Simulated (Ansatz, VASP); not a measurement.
**Two plane-wave programs on CdS**

File INCAR:

```
PREC = Accurate
ENCUT = 520
EDIFF = 1E-6
ISMEAR = 0
SIGMA = 0.05
LREAL = False
LASPH = True
NELM = 60
ALGO = Normal
ISIF = 2
LWAVE = False
LCHARG = True
GGA = PE
LELF = True
LVHAR = True
NBANDS = 16
```

KPOINTS

```
regular mesh
0
Gamma
  8 8 8
```

Contents of POSCAR:

```
CdS
1.0
    0.0000000000      2.7936000000      2.9100000000
    2.7936000000      0.0000000000      2.9100000000
    2.7936000000      2.7936000000      0.0000000000
Cd S
1 1
Direct
    0.0000000000      0.0000000000      0.0000000000
    0.7500000000      0.7500000000      0.7500000000
```

Input for Ansatz:

```yaml
crystal:
  lattice:
    - [0.0, 2.7936, 2.91]
    - [2.7936, 0.0, 2.91]
    - [2.7936, 2.7936, 0.0]
  atoms:
    - { symbol: Cd, position: [0.0, 0.0, 0.0] }
    - { symbol: S, position: [0.75, 0.75, 0.75] }
basis:
  ecutwfc: 420
kpoints:
  mp_grid: { grid: [8, 8, 8] }
hamiltonian:
  xc: pbe
scf:
  occupations: { method: gaussian, width: 0.05 }
output:
  forces: true
  stress: true
  eigenvalues: true
  write_density: true
  write_potential: true
  elf: true
  volumetric_format: npy
```

Change from the starting cell: strain -0.040 along x and y, +0.000 along z, atoms carried along.

Alike in both runs: task single point; functional PBE; k mesh 8 × 8 × 8; occupations gaussian, width 0.05 eV; no spin polarisation.

```csv
,VASP,Ansatz
version,VASP 6.6.1,Ansatz 0.2.0
potentials or method,"VASP PAW PBE potentials, release 64 (Cd, S), cutoff 520 eV","scalar-relativistic, plane waves, PAW"
valence electrons in the cell,18,26
```

|  | VASP | Ansatz | Ansatz less VASP |
| --- | --- | --- | --- |
| gap on the k mesh at the Fermi level (eV) | 1.29 | 1.28 | -0.011 |
| least direct gap on the mesh (eV) | 1.29 | 1.28 | -0.011 |
| pressure (GPa) | 10.4 | 9.9 | -0.52 |
| traceless stress, the component that is largest in VASP (GPa) | -0.27 | -0.29 | -0.018 |

VASP's potentials hold 18 valence electrons a cell and Ansatz's 26, so a difference there can come from the potentials and not from the codes.
